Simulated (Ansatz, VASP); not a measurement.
**RbW: VASP beside Ansatz**

File INCAR:

```
ALGO     = Fast           # electronic algorithm
EDIFF    = 1E-6           # SCF threshold, eV
ENCUT    = 520            # plane-wave cutoff, eV
GGA      = PE             # functional
ISIF     = 2              # what is computed and relaxed
ISMEAR   = -1             # smearing method
LASPH    = T              # aspherical terms in the spheres
LCHARG   = F              # write CHGCAR
LREAL    = F              # projectors in reciprocal space
LWAVE    = F              # write WAVECAR
NBANDS   = 18             # bands
NELM     = 80             # most SCF steps
PREC     = Accurate       # precision mode
SIGMA    = 0.05           # smearing width, eV
```

Contents of KPOINTS:

```
k-points
0
Gamma
  9 9 5
```

Contents of POSCAR:

```
RbW
1.0
    3.4986893818      0.0000000000      0.0000000000
   -1.7493446860      3.0299538840      0.0000000000
    0.0000000000      0.0000000000      5.4198903397
Rb W
1 1
Direct
    0.0000000000      0.0000000000      0.5000000000
    0.6666666700      0.3333333300      0.0000000000
```

The input input.yaml:

```yaml
crystal:
  lattice:
    - [3.4986893818, 0.0, 0.0]
    - [-1.749344686, 3.029953884, 0.0]
    - [0.0, 0.0, 5.4198903397]
  atoms:
    - { symbol: Rb, position: [0.0, 0.0, 0.5] }
    - { symbol: W, position: [0.66666667, 0.33333333, 0.0] }
kpoints:
  mp_grid: { grid: [9, 9, 5] }
scf:
  occupations: { method: fermi_dirac, width: 0.05 }
hamiltonian:
  xc: pbe
  pseudopotentials: { kind: all_electron, lapw: { basis_error: 0.0005 } }
output:
  forces: true
  stress: true
  eigenvalues: true
```

Change from the starting cell: volume scaled by 0.96.

Alike in both runs: task single point; functional PBE; k mesh 9 × 9 × 5; occupations fermi-dirac, width 0.05 eV; no spin polarisation.

|  | VASP | Ansatz |
| --- | --- | --- |
| version | VASP 6.6.1 | Ansatz 0.2.0 |
| potentials or method | VASP PAW PBE potentials, release 64 (Rb_sv, W_sv), cutoff 520 eV | all-electron LAPW, scalar-relativistic |

VASP gave:

- gap on the k mesh at the Fermi level (eV): none
- pressure (GPa): -5.7
- traceless stress, the component that is largest in VASP (GPa): 17.40

Problem. What did Ansatz give for the same quantities?

Solution. gap on the k mesh at the Fermi level (eV): none; pressure (GPa): -5.8; traceless stress, the component that is largest in VASP (GPa): 17.39.

A gap of «none» marks a metal or a gap that the smearing closes. Ansatz ran all-electron here, and VASP with PAW potentials.

Neither program's run includes spin-orbit coupling.
